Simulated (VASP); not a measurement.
Set up this calculation in VASP 6.6.1, as the native input.

| Quantity | Value |
| --- | --- |
| Task | single point |
| Functional | PBE-based screened hybrid with 25 % exact exchange |
| Potentials or basis | VASP PAW PBE potentials, release 64 (Cl, Na_pv) |
| Cutoff | 520 eV |
| k mesh | 4 × 4 × 4 |
| Occupations | fermi-dirac, width 0.05 eV |
| Spin | no spin polarisation |
| Dipole correction | no |
| Grid for exact exchange (PRECFOCK) | Normal |
| Share of exact exchange | 0.25 |
| Further INCAR settings | ALGO = Normal; EDIFF = 1e-06; NBANDS = 14 |
| Screening parameter | 0.3 1/Å |

The system is NaCl.

```
CELL_PARAMETERS angstrom
0.00000 2.75630 2.75630
2.75630 0.00000 2.75630
2.75630 2.75630 0.00000
ATOMIC_POSITIONS crystal
Cl 0.50000 0.50000 0.50000
Na 0.00000 0.00000 0.00000
```

One way to write it, as run:

POSCAR

```
NaCl
1.0
    0.0000000000      2.7563009776      2.7563009776
    2.7563009776      0.0000000000      2.7563009776
    2.7563009776      2.7563009776      0.0000000000
Cl Na
1 1
Direct
    0.5000000000      0.5000000000      0.5000000000
    0.0000000000      0.0000000000      0.0000000000
```

INCAR.step1

```
PREC = Accurate ; ENCUT = 520
EDIFF = 1E-5 ; ISMEAR = -1
SIGMA = 0.05 ; LREAL = F
LASPH = T ; NELM = 60
ALGO = Normal ; ISIF = 2
LWAVE = T ; LCHARG = F
NBANDS = 14 ; GGA = PE
```

INCAR.step2

```
PREC = Accurate ; ENCUT = 520
EDIFF = 1E-6 ; ISMEAR = -1
SIGMA = 0.05 ; LREAL = F
LASPH = T ; NELM = 60
ALGO = Normal ; ISIF = 2
LWAVE = F ; LCHARG = F
GGA = PE ; LHFCALC = T
AEXX = 0.25 ; HFSCREEN = 0.3
PRECFOCK = Normal ; NBANDS = 14
ISTART = 1
```

KPOINTS

```
regular mesh
0
Gamma
  4 4 4
```

Potentials or basis: VASP PAW PBE potentials, release 64 (Cl, Na_pv).

Command:

```sh
$ cat potpaw_PBE.64/Cl/POTCAR potpaw_PBE.64/Na_pv/POTCAR > POTCAR
$ cp INCAR.step1 INCAR
$ mpirun -np 1 vasp_std > vasp.out
$ cp INCAR.step2 INCAR
$ mpirun -np 1 vasp_std > vasp.out
```

Results of the run:

```json
{"Pressure": "2.4 GPa", "Band gap on the k mesh": "6.53 eV"}
```

Caveat: the k points lie up to 0.49 Å⁻¹ apart; the PAW data sets were made with another functional, which shifts forces and pressure a little.

Wall time 5.2 min on 1 thread of Intel Xeon 8259CL, with other jobs on the host, peak memory 0.26 GiB.
